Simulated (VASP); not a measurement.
Runs of VASP 6.6.1 on MgI2. The structure is that of space group P-3m1 (No. 164), or close to it. The cells are those of the table. 

| cell | k mesh | gap on the mesh (eV) | pressure (GPa) | relaxed volume (Å³/atom) |
| --- | --- | --- | --- | --- |
| relaxed to 90 GPa from a = 3.327, b = 3.327, c = 5.588 Å, angles 90.0, 90.0, 120.0°, 3 atoms | 12 × 12 × 6 | 0.47 | 90.0 | - |
| relaxed to 50 GPa from a = 3.548, b = 3.548, c = 5.780 Å, angles 90.0, 90.0, 120.0°, 3 atoms | 12 × 12 × 6 | (a) | 50.0 | - |
| relaxed from a = 4.208, b = 4.208, c = 7.874 Å, angles 90.0, 90.0, 120.0°, 3 atoms | 6 × 6 × 4 | 3.61 | 0.0 | 40.16 |
| relaxed to 1 GPa from a = 4.194, b = 4.194, c = 7.848 Å, angles 90.0, 90.0, 120.0°, 3 atoms | 6 × 6 × 4 | (b) | 1.0 | - |
| relaxed from a = 4.154, b = 4.154, c = 6.862 Å, angles 90.0, 90.0, 120.0°, 3 atoms | 6 × 6 × 4 | 3.61 | 0.0 | 39.76 |

Alike in all rows: task relaxation of cell and atoms; level PBE; potentials or basis VASP PAW PBE potentials, release 64 (Mg, I); no spin polarisation; cutoff (eV) 600; smearing gaussian 0.02 eV.

Problem. Estimate the missing entries.

Solution. (a) 1.58; (b) 3.57.

Caveats: spin-orbit coupling is left out, which moves the levels of the heavy elements; the cell is relaxed towards a set pressure, so the enthalpy falls and the energy may rise (some runs); this functional lacks dispersion, which binds the layers, so the pressure and a relaxed spacing across them are unreliable (some runs); the volume moved by over 15 % at a fixed basis, so the end points are rough (some runs); the volume moved by +16 % from the deposited cell, more than functionals usually miss (some runs).

A k mesh can miss the band edges, and the runs leave out spin-orbit coupling on I.
